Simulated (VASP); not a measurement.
BaTiO3: single point with RPBE+D3(BJ)

BaTiO3:

```
Ba Ti O
1.0
     2.72925    1.57573    2.22842
    -2.72925    1.57573    2.22842
     0.00000   -3.15146    2.22842
Ba Ti O
1 1 3
Cartesian
  0.0000 0.0000 0.0257
  0.0000 0.0000 3.3683
  1.3646 -0.7879 2.2541
  -1.3646 -0.7879 2.2541
  0.0000 1.5757 2.2541
```

```yaml
Program: VASP 6.6.1
Task: single point
Functional: RPBE
Dispersion: D3(BJ)
Potentials_or_basis: VASP PAW PBE potentials, release 64 (Ba_sv, Ti_sv, O)
Cutoff: 520 eV
k_mesh: 7 × 7 × 7
Occupations: fermi-dirac, width 0.05 eV
Spin: no spin polarisation
```

```json
{"Pressure": "2.6 GPa", "Band gap on the k mesh": "2.02 eV, direct", "Dispersion energy per atom": "-1.830 eV"}
```

Levels at points of the mesh, in eV from the valence-band top:
```
           k point  band 17  band 18  band 19  band 20  band 21  band 22  band 23  band 24
(0.00, 0.00, 0.00)    -1.25     0.00     0.00     0.00     2.02     2.02     2.02     4.68
```

Wall time 20 s on 1 thread of Intel(R) Xeon(R) 6975P-C (Granite Rapids) (shared host), peak memory 0.2 GiB.

Caveat: the PAW data sets were made with another functional, which shifts forces and pressure a little; spin-orbit coupling is left out, which moves the levels of the heavy elements. RPBE gaps usually lie below the measured ones, often by a third to a half.
